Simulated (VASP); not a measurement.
# Zr (Fm-3m) in VASP: notebook

The runs below take Zr through single point, relaxation of cell and atoms, with LDA.

Program: VASP 6.6.1. These are calculated values, not measurements. Logs are shortened: lines on timing, memory, paths and dates and some standing lists are left out, and cuts for length are marked.

**1. The cell of the first run**

It takes space group Fm-3m (No. 225, cubic). The conventional cell has a = 4.588 Å, b = 4.588 Å, c = 4.588 Å, α = 90.00°, β = 90.00°, γ = 90.00°. Zr (site symmetry m-3m) has 12 Zr at 3.24 Å within 4.3 Å.

**2. Single point, LDA (volume scaled by 1.12)**

Contents of INCAR:

```
SYSTEM = Zr
PREC     = Accurate       ! precision mode
ENCUT    = 520            ! plane-wave cutoff, eV
EDIFF    = 1E-6           ! SCF threshold, eV
ISMEAR   = -1             ! smearing method
SIGMA    = 0.1            ! smearing width, eV
LREAL    = .FALSE.        ! projectors in reciprocal space
LASPH    = .TRUE.         ! aspherical terms in the spheres
NELM     = 80             ! most SCF steps
ALGO     = Normal         ! electronic algorithm
ISIF     = 2              ! what is computed and relaxed
LWAVE    = .FALSE.        ! write WAVECAR
LCHARG   = .FALSE.        ! write CHGCAR
GGA      = CA             ! functional
NBANDS   = 12             ! bands
```

Contents of KPOINTS:

```
Automatic mesh
0
G
  14 14 14
  0 0 0
```

Contents of POSCAR:

```
Zr
1.0
    0.0000000000      2.2941366405      2.2941366405
    2.2941366405      0.0000000000      2.2941366405
    2.2941366405      2.2941366405      0.0000000000
Zr
1
Direct
    0.0000000000      0.0000000000      0.0000000000
```

Potentials or basis: VASP PAW LDA potentials, release 64 (Zr_sv).

The run is started by

```bash
$ cat potpaw_LDA.64/Zr_sv/POTCAR > POTCAR
$ mpirun -np 1 vasp_std > vasp.out
```

OUTCAR:

```text
SYSTEM = Zr
   PREC = Accurate
   ENCUT = 520
   EDIFF = 1E-6
   ISMEAR = -1
   LREAL = .FALSE.
   LASPH = .TRUE.
   NELM = 80
   ISIF = 2
   GGA = CA

 ion  position               nearest neighbor table
   1  0.000  0.000  0.000-

  LATTYP: Found a face centered cubic cell.
 ALAT       =     4.5882732810

  Lattice vectors:

 A1 = (   0.0000000000,   2.2941366405,   2.2941366405)
 A2 = (   2.2941366405,   0.0000000000,   2.2941366405)
 A3 = (   2.2941366405,   2.2941366405,   0.0000000000)

Analysis of symmetry for initial positions (statically):
=====================================================================
 Subroutine PRICEL returns:
 Original cell was already a primitive cell.

 Routine SETGRP: Setting up the symmetry group for a
 face centered cubic supercell.

 Subroutine GETGRP returns: Found 48 space group operations
 (whereof 48 operations were pure point group operations)
 out of a pool of 48 trial point group operations.

The static configuration has the point symmetry O_h .

Analysis of symmetry for dynamics (positions and initial velocities):
=====================================================================
 Subroutine PRICEL returns:
 Original cell was already a primitive cell.

 Routine SETGRP: Setting up the symmetry group for a
 face centered cubic supercell.

 Subroutine GETGRP returns: Found 48 space group operations
 (whereof 48 operations were pure point group operations)
 out of a pool of 48 trial point group operations.

The dynamic configuration has the point symmetry O_h .

 Subroutine INISYM returns: Found 48 space group operations
 (whereof 48 operations are pure point group operations),
 and found     1 'primitive' translations

----------------------------------------------------------------------------------------

                                     Primitive cell

  volume of cell :      24.1484

  direct lattice vectors                    reciprocal lattice vectors
     0.000000000  2.294136641  2.294136641    -0.217946914  0.217946914  0.217946914
     2.294136641  0.000000000  2.294136641     0.217946914 -0.217946914  0.217946914
     2.294136641  2.294136641  0.000000000     0.217946914  0.217946914 -0.217946914

  length of vectors
     3.244399151  3.244399151  3.244399151     0.377495128  0.377495128  0.377495128

  position of ions in fractional coordinates (direct lattice)
     0.000000000  0.000000000  0.000000000

  ion indices of the primitive-cell ions
   primitive index   ion index
                 1           1

----------------------------------------------------------------------------------------

 KPOINTS: Automatic mesh

Automatic generation of k-mesh.
 Grid dimensions read from file:
 generate k-points for:   14   14   14

 Generating k-lattice:

  Cartesian coordinates                     Fractional coordinates (reciprocal lattice)
    -0.015567637  0.015567637  0.015567637     0.071428571  0.000000000  0.000000000
     0.015567637 -0.015567637  0.015567637     0.000000000  0.071428571  0.000000000
     0.015567637  0.015567637 -0.015567637     0.000000000  0.000000000  0.071428571

  Length of vectors
     0.026963938  0.026963938  0.026963938

  Shift w.r.t. Gamma in fractional coordinates (k-lattice)
     0.000000000  0.000000000  0.000000000

 Subroutine IBZKPT returns following result:
 ===========================================

 Found    104 irreducible k-points:

 Following reciprocal coordinates:
            Coordinates               Weight
  0.000000  0.000000  0.000000      1.000000
  0.071429  0.000000  0.000000      8.000000
  0.142857  0.000000  0.000000      8.000000
  0.214286  0.000000  0.000000      8.000000
  0.285714  0.000000  0.000000      8.000000
  0.357143  0.000000  0.000000      8.000000
[... 16 lines left out ...]
  0.214286  0.142857  0.000000     24.000000
  0.285714  0.142857  0.000000     24.000000
 [... further k-points ...]
   k-points           NKPTS =    104   k-points in BZ     NKDIM =    104   number of bands    NBANDS=     12
   number of dos      NEDOS =    301   number of ions     NIONS =      1
   total plane-waves  NPLWV =  13824
   dimension x,y,z NGX =    24 NGY =   24 NGZ =   24
   dimension x,y,z NGXF=    48 NGYF=   48 NGZF=   48
   ions per type =               1
   NGX,Y,Z   is equivalent  to a cutoff of  12.30, 12.30, 12.30 a.u.
   NGXF,Y,Z  is equivalent  to a cutoff of  24.60, 24.60, 24.60 a.u.
 SYSTEM =  Zr
   PREC   = accura    normal or accurate (medium, high low for compatibility)
   ISTART =      0    job   : 0-new  1-cont  2-samecut
   ICHARG =      2    charge: 1-file 2-atom 10-const
   ISPIN  =      1    spin polarized calculation?
   LNONCOLLINEAR =      F non collinear calculations
   LSORBIT =      F    spin-orbit coupling
   LASPH  =      T    aspherical Exc in radial PAW
   ENCUT  =  520.0 eV  38.22 Ry    6.18 a.u.   6.03  6.03  6.03*2*pi/ulx,y,z
   NELM   =     80;   NELMIN=  2; NELMDL= -5     # of ELM steps
   EDIFF  = 0.1E-05   stopping-criterion for ELM
   LREAL  =      F    real-space projection
   EDIFFG = 0.1E-04   stopping-criterion for IOM
   NSW    =      0    number of steps for IOM
   IBRION =     -1    ionic relax: 0-MD 1-quasi-New 2-CG
   NFREE  =      0    steps in history (QN), initial steepest desc. (CG)
   ISIF   =      2    stress and relaxation
   ISYM   =      2    0-nonsym 1-usesym 2-fastsym
   POTIM  = 0.5000    time-step for ionic-motion
   TEBEG  =    0.0;   TEEND  =   0.0 temperature during run
   PSTRESS=    0.0 pullay stress
   NELECT =      12.0000    total number of electrons
   NUPDOWN=      -1.0000    fix difference up-down
   EMIN   =  10.00;   EMAX   =-10.00  energy-range for DOS
   EFERMI =   0.00;   METHOD = LEGACY
   ISMEAR =    -1;   SIGMA  =   0.10  broadening in eV -4-tet -1-fermi 0-gaus
   EFERMI_NEDOS =   21; number of points for ismear=-14 and -15
   IALGO  =     38    algorithm
   IMIX   =      4    mixing-type and parameters
     AMIX     =   0.40;   BMIX     =  1.00
     AMIX_MAG =   1.60;   BMIX_MAG =  1.00
  volume/ion in A,a.u.               =      24.15       162.96
  Fermi-wavevector in a.u.,A,eV,Ry     =   1.296699  2.450406 22.877234  1.681429
  Thomas-Fermi vector in A             =   2.428139
   LORBIT       =      0    0 simple, 1 ext, 2 COOP (PROOUT), +10 PAW based schemes
   GGA     = CA    functional components
   LHFCALC =     F    Hartree Fock is set to
   AEXX    =    0.0000 exact exchange contribution
   IVDW    =     0    specifies the selected vdW correction
   LEPSILON=     F    determine dielectric tensor
   LRPA    =     F    only Hartree local field effects (RPA)
 non-spin polarized calculation
  energy-cutoff  :      520.00
  volume of cell :       24.15
 maximum number of plane-waves:       663
   NGX = 13   NGY = 13   NGZ = 13

 number of electron      12.0000000 magnetization

 Free energy of the ion-electron system (eV)
  ---------------------------------------------------
  ext. energy  EPLUGINS =         0.00000000
  ---------------------------------------------------
  free energy    TOTEN  =        -9.21078421 eV

  energy without entropy =       -9.15715471  energy(sigma->0) =       -9.18396946

 E-fermi :   8.2785     XC(G=0): -11.1295

 val. band max:        8.2745459198   @ k =  -0.2857   0.3571   0.0714
 cond. band min:       8.2833125924   @ k =   0.2857   0.0000   0.0000
 fundamental gap:      0.0087666725
 Fermi energy:         8.2784953548

 k-point     1 :       0.0000    0.0000    0.0000
  band No.  band energies     occupation
      1     -40.2164      2.00000
      2     -17.9176      2.00000
      3     -17.9176      2.00000
      4     -17.9176      2.00000
      5       2.8243      2.00000
      6       9.2189      0.00016
      7       9.2189      0.00016
      8       9.2189      0.00016
      9      11.4947      0.00000
     10      11.4947      0.00000
     11      18.7757      0.00000
     12      22.7437      0.00000

 k-point     2 :       0.0714    0.0000    0.0000
  band No.  band energies     occupation
      1     -40.2104      2.00000
      2     -17.9632      2.00000
      3     -17.9233      2.00000
      4     -17.9233      2.00000
      5       2.9825      2.00000
      6       9.0784      0.00067
      7       9.2926      0.00008
      8       9.2926      0.00008
      9      11.4244      0.00000
     10      11.4244      0.00000
     11      19.1092      0.00000
     12      22.0768      0.00000

 k-point     3 :       0.1429    0.0000    0.0000
  band No.  band energies     occupation
      1     -40.1934      2.00000
      2     -18.0894      2.00000
      3     -17.9393      2.00000
      4     -17.9393      2.00000
      5       3.4302      2.00000
      6       8.7435      0.01894
      7       9.4623      0.00001
      8       9.4623      0.00001
      9      11.3005      0.00000
     10      11.3005      0.00000
     11      19.8909      0.00000
     12      21.0068      0.00000

 k-point     4 :       0.2143    0.0000    0.0000
  band No.  band energies     occupation
      1     -40.1688      2.00000
      2     -18.2677      2.00000
      3     -17.9622      2.00000
      4     -17.9622      2.00000
      5       4.0790      2.00000
      6       8.4059      0.43710
      7       9.5587      0.00001
      8       9.5587      0.00001
      9      11.3624      0.00000
     10      11.3624      0.00000
     11      19.5360      0.00000
     12      21.3177      0.00000

 k-point     5 :       0.2857    0.0000    0.0000
  band No.  band energies     occupation
      1     -40.1413      2.00000
      2     -18.4605      2.00000
      3     -17.9874      2.00000
      4     -17.9874      2.00000
      5       4.7527      2.00000
      6       8.2833      0.97592
      7       9.4531      0.00002
      8       9.4531      0.00002
      9      11.7793      0.00000
     10      11.7793      0.00000
     11      18.6519      0.00000
     12      21.4697      0.00000
[... 228 lines left out ...]
      1     -40.2007      2.00000
      2     -18.0258      2.00000
      3     -17.9495      2.00000
      4     -17.9252      2.00000
      5       3.2379      2.00000
      6       8.8567      0.00615
      7       9.4028      0.00003
      8       9.4218      0.00002
      9      11.1604      0.00000
     10      11.5022      0.00000
     11      19.6235      0.00000
     12      21.5444      0.00000

 k-point    22 :       0.1429    0.1429    0.0000
  band No.  band energies     occupation
      1     -40.1858      2.00000
      2     -18.0844      2.00000
      3     -17.9770      2.00000
      4     -17.9770      2.00000
      5       3.6309      2.00000
      6       8.4280      0.36626
      7       9.7139      0.00000
      8       9.7139      0.00000
      9      10.5405      0.00000
     10      11.7685      0.00000
     11      20.4363      0.00000
     12      21.9155      0.00000

 k-point    23 :       0.2143    0.1429    0.0000
  band No.  band energies     occupation
      1     -40.1674      2.00000
      2     -18.2000      2.00000
      3     -18.0063      2.00000
      4     -17.9993      2.00000
      5       4.1220      2.00000
      6       8.0963      1.72157
      7       9.7470      0.00000
      8       9.9471      0.00000
      9      10.4295      0.00000
     10      11.9144      0.00000
     11      21.1299      0.00000
     12      21.4647      0.00000

 k-point    24 :       0.2857    0.1429    0.0000
  band No.  band energies     occupation
      1     -40.1434      2.00000
      2     -18.3577      2.00000
      3     -18.0349      2.00000
      4     -18.0262      2.00000
      5       4.7680      2.00000
      6       7.8396      1.97549
      7       9.3224      0.00006
      8      10.0311      0.00000
      9      11.0019      0.00000
     10      12.2219      0.00000
     11      20.2042      0.00000
     12      22.1718      0.00000

 [... further k-points ...]
[... 5 lines left out ...]
  --------------------------------------------------------------------------------------
  -------------------------------------------------------------------------------------
  Total       -1.3985468     -1.3985468     -1.3985468      0.0000000      0.0000000     -0.0000000
  in kB      -92.7896980    -92.7896980    -92.7896980      0.0000000      0.0000000     -0.0000000
  external PRESSURE =     -92.7896980 kB  Pullay stress =       0.0000000 kB

 VOLUME and BASIS-vectors are now :
 -----------------------------------------------------------------------------
  energy-cutoff  :      520.00
  volume of cell :       24.15
      direct lattice vectors                 reciprocal lattice vectors
     0.000000000  2.294136641  2.294136641    -0.217946914  0.217946914  0.217946914
     2.294136641  0.000000000  2.294136641     0.217946914 -0.217946914  0.217946914
     2.294136641  2.294136641  0.000000000     0.217946914  0.217946914 -0.217946914

 POSITION                                       TOTAL-FORCE (eV/Angst)
 -----------------------------------------------------------------------------------
      0.00000      0.00000      0.00000         0.000000     -0.000000     -0.000000
 -----------------------------------------------------------------------------------
    total drift:                               -0.000000     -0.000000     -0.000000

  FREE ENERGIE OF THE ION-ELECTRON SYSTEM (eV)
  ---------------------------------------------------
  free  energy   TOTEN  =        -9.2107842062 eV

  energy  without entropy=       -9.1571547088  energy(sigma->0) =       -9.18396946
```

Wall time 9.5 s (1 thread of AMD EPYC 9R45 (Zen 5), shared host); peak memory 0.11 GiB.

What came out:

```
Free energy            : -9.2108 eV
Pressure               : -9.3 GPa
Band gap on the k mesh : zero (band 6 reaches 9.22 eV, above the bottom of band 7 at 7.69 eV)
```

Levels at points of the mesh, in eV from the Fermi level:
```csv
k point,band 3,band 4,band 5,band 6,band 7,band 8,band 9,band 10
"(0.00, 0.00, 0.00)",-26.20,-26.20,-5.45,0.94,0.94,0.94,3.22,3.22
"(0.50, 0.00, 0.00)",-26.31,-26.31,-2.85,0.77,0.77,1.07,4.94,4.94
"(0.50, 0.50, 0.00)",-26.51,-26.51,-2.83,-2.06,2.86,4.92,5.43,5.43
```

Caveat: the cell differs from its parent crystal (volume scaled by 1.12).

**3. Relaxation of cell and atoms, LDA**

This run uses another cell than the first one, of 23.28 Å³/atom, 0.964 times its volume.

Contents of INCAR:

```
SYSTEM = Zr
ALGO = Normal ; EDIFF = 1E-7
EDIFFG = -0.01 ; ENCUT = 600
GGA = CA ; IBRION = 2
ISIF = 3 ; ISMEAR = -1
LASPH = .TRUE. ; LCHARG = .FALSE.
LREAL = .FALSE. ; LWAVE = .FALSE.
NELM = 100 ; NSW = 80
PREC = Accurate ; SIGMA = 0.1
```

Contents of KPOINTS:

```
k-points
0
G
  12 12 12
  0 0 0
```

Contents of POSCAR:

```
Zr
1.0
    0.0000000000      2.2663258114      2.2663258114
    2.2663258114      0.0000000000      2.2663258114
    2.2663258114      2.2663258114      0.0000000000
Zr
1
Direct
    0.0000000000      0.0000000000      0.0000000000
```

Potentials or basis: VASP PAW LDA potentials, release 64 (Zr_sv).

The run is started by

```bash
$ cat potpaw_LDA.64/Zr_sv/POTCAR > POTCAR
$ mpirun -np 1 vasp_std > vasp.out
```

Wall time 30 s (1 thread of AMD EPYC 9R45 (Zen 5), shared host); peak memory 0.13 GiB.

It converged, with:

* Free energy: -9.2940 eV
* Relaxed volume: 21.56 Å³/atom
* Relaxed cell: a = 3.124 Å, b = 3.124 Å, c = 3.124 Å, α = 60.00°, β = 60.00°, γ = 60.00°
* Space group after relaxing (to 0.05 Å): Fm-3m (No. 225)
* Energy gained by relaxing: 38.1 meV/atom
* Ionic steps: 4
* Pressure after relaxing: 0.1 GPa
* Band gap on the k mesh: zero (band 6 reaches 10.53 eV, above the bottom of band 7 at 9.17 eV)

The path:
```csv
step,energy change (eV),largest force (eV/Å),pressure (GPa),volume (Å³)
1,0.0000,0.0000,-6.77,23.28
2,-0.0032,0.0000,8.07,20.12
3,-0.0381,0.0000,-0.09,21.60
4,-0.0381,0.0000,0.07,21.56
```

Final structure:
```
Zr
1.0
     0.00000    2.20921    2.20921
     2.20921    0.00000    2.20921
     2.20921    2.20921    0.00000
Zr
1
Direct
  0.00000 0.00000 0.00000
```

Levels at points of the mesh, in eV from the Fermi level:
```tsv
k point	band 4	band 5	band 6	band 7	band 8	band 9
(0.00, 0.00, 0.00)	-25.83	-5.64	0.97	0.97	0.97	3.62
(0.50, 0.00, 0.00)	-25.98	-3.14	0.75	0.75	1.50	5.63
(0.50, 0.50, 0.00)	-26.26	-3.29	-2.46	3.51	5.62	6.22
```

**4. Single point, LDA**

This run uses another cell than the first one, of 21.56 Å³/atom, 0.893 times its volume.

Contents of INCAR:

```
SYSTEM = Zr
PREC = Accurate
ENCUT = 520
EDIFF = 1E-6
ISMEAR = -1
SIGMA = 0.1
LREAL = .False.
LASPH = .True.
NELM = 100
ALGO = Normal
ISIF = 2
LWAVE = .False.
LCHARG = .True.
LELF = .True.
LVHAR = .True.
NBANDS = 12
```

Contents of KPOINTS:

```
regular mesh
0
Gamma
  20 20 20
  0 0 0
```

Contents of POSCAR:

```
Zr
1.0
    0.0000000000      2.2090893081      2.2090893081
    2.2090893081      0.0000000000      2.2090893081
    2.2090893081      2.2090893081      0.0000000000
Zr
1
Direct
    0.0000000000      0.0000000000      0.0000000000
```

The run is started by

```bash
$ cat potpaw_LDA.64/Zr_sv/POTCAR > POTCAR
$ mpirun -np 1 vasp_std > vasp.out
```

It took 21 s on 1 thread of AMD EPYC 9R45 (Zen 5), shared host; peak memory 0.15 GiB.

Results (log left out):

```yaml
Free_energy: -9.2897 eV
Pressure: 0.3 GPa
Band_gap_on_the_k_mesh: zero (band 6 reaches 10.53 eV, above the bottom of band 7 at 9.03 eV)
```

Levels at points of the mesh, in eV from the Fermi level:
```csv
k point,band 4,band 5,band 6,band 7,band 8,band 9
"(0.00, 0.00, 0.00)",-25.83,-5.65,0.96,0.96,0.96,3.61
"(0.50, 0.00, 0.00)",-25.99,-3.14,0.75,0.75,1.49,5.62
"(0.50, 0.50, 0.00)",-26.27,-3.29,-2.47,3.51,5.62,6.21
```

**5. Single point, LDA, non-collinear spin, zero start, spin-orbit coupling**

This run uses another cell than the first one, of 21.56 Å³/atom, 0.893 times its volume.

Contents of INCAR:

```
ALGO     = Normal         # electronic algorithm
EDIFF    = 1E-6           # SCF threshold, eV
ENCUT    = 500            # plane-wave cutoff, eV
GGA      = CA             # functional
GGA_COMPAT= F            
ISIF     = 2              # what is computed and relaxed
ISMEAR   = -1             # smearing method
LASPH    = T              # aspherical terms in the spheres
LCHARG   = T              # write CHGCAR
LMAXMIX  = 4              # l up to which the mixer works
LORBIT   = 11             # projections on sites
LORBMOM  = T            
LREAL    = F              # projectors in reciprocal space
LSORBIT  = T              # spin-orbit coupling
LVHAR    = T            
LWAVE    = F              # write WAVECAR
MAGMOM   = 0 0 0          # initial moments
NBANDS   = 23             # bands
NELM     = 200            # most SCF steps
PREC     = Accurate       # precision mode
SIGMA    = 0.1            # smearing width, eV
```

Contents of KPOINTS:

```
k-points
0
Gamma
  12 12 12
```

POSCAR is that of step 4.

The run is started by

```bash
$ cat potpaw_LDA.64/Zr_sv/POTCAR > POTCAR
$ mpirun -np 1 vasp_ncl > vasp.out
```

Run time: 77 s. Hardware: 1 thread of Intel Xeon 8259CL, shared host; peak memory 0.2 GiB.

Results (log left out):

```
Free energy                                           : -9.3692 eV
Pressure                                              : 0.0 GPa
Net moment                                            : 0.00 μB per cell
Valence electrons inside the program's atomic spheres : Zr 9.95
```

Moments on the atoms (μB; x, y, z):
```
Zr  0.00 0.00 0.00
```

**6. The runs side by side**

```tsv
task	spin	cell	k mesh	cutoff (eV)	gap on the mesh (eV)	pressure (GPa)
single point	off	a = 3.244 Å, angles 60.0°, 1 atom	14 × 14 × 14	520	none	-9.3
relaxation of cell and atoms	off	relaxed from a = 3.205 Å, angles 60.0°, 1 atom	12 × 12 × 12	600	none	0.1
single point	off	a = 3.124 Å, angles 60.0°, 1 atom	20 × 20 × 20	520	none	0.3
single point	non-collinear, zero start, SOC	a = 3.124 Å, angles 60.0°, 1 atom	12 × 12 × 12	500	-	0.0
```

Alike in all rows: level LDA; potentials or basis VASP PAW LDA potentials, release 64 (Zr_sv); smearing fermi-dirac 0.1 eV.

Absolute energies hang on the potentials; compare differences alone.
